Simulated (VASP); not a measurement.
## Ru: single point with PBEsol

Crystal: Ru.

```
Ru
1.0
     2.60471    0.00000    0.00000
    -1.30236    2.25575    0.00000
     0.00000    0.00000    4.46187
Ru
2
Direct
  0.33333 0.66667 0.25000
  0.66667 0.33333 0.75000
```

This cell differs from its parent crystal: volume 13.108 Å^3 an atom, c/a of the conventional cell 1.7130.

```
Program                : VASP 6.6.1
Task                   : single point
Functional             : PBEsol
Potentials or basis    : VASP PAW PBE potentials, release 64 (Ru_pv)
Cutoff                 : 520 eV
k mesh                 : 21 × 21 × 12
Occupations            : gaussian, width 0.15 eV
Spin                   : no spin polarisation
Dipole correction      : no
Further INCAR settings : ALGO = Fast; EDIFF = 1e-06; NBANDS = 21
```

| Quantity | Value |
| --- | --- |
| Pressure | 7.5 GPa |
| Band gap on the k mesh | zero (band 14 reaches 15.06 eV, above the bottom of band 15 at 11.94 eV) |

Stress tensor (GPa, compression positive):
```
 21.71   0.00   0.00
  0.00  21.71   0.00
  0.00   0.00 -20.96
```

Levels at points of the mesh, in eV from the Fermi level:
| k point | band 10 | band 11 | band 12 | band 13 | band 14 | band 15 | band 16 | band 17 | band 18 | band 19 |
| --- | --- | --- | --- | --- | --- | --- | --- | --- | --- | --- |
| (0.00, 0.00, 0.00) | -2.69 | -2.69 | -2.15 | -2.15 | -0.83 | -0.83 | 0.38 | 1.29 | 1.29 | 9.57 |
| (0.00, 0.00, 0.50) | -3.31 | -2.70 | -2.70 | -2.70 | -2.70 | 0.60 | 0.60 | 0.60 | 0.60 | 10.25 |

Wall time 96 s on 1 thread of Intel(R) Xeon(R) Platinum 8488C (Sapphire Rapids), on a shared host, peak memory 0.25 GiB.

Caveat: the PAW data sets were made with another functional, which shifts forces and pressure a little.
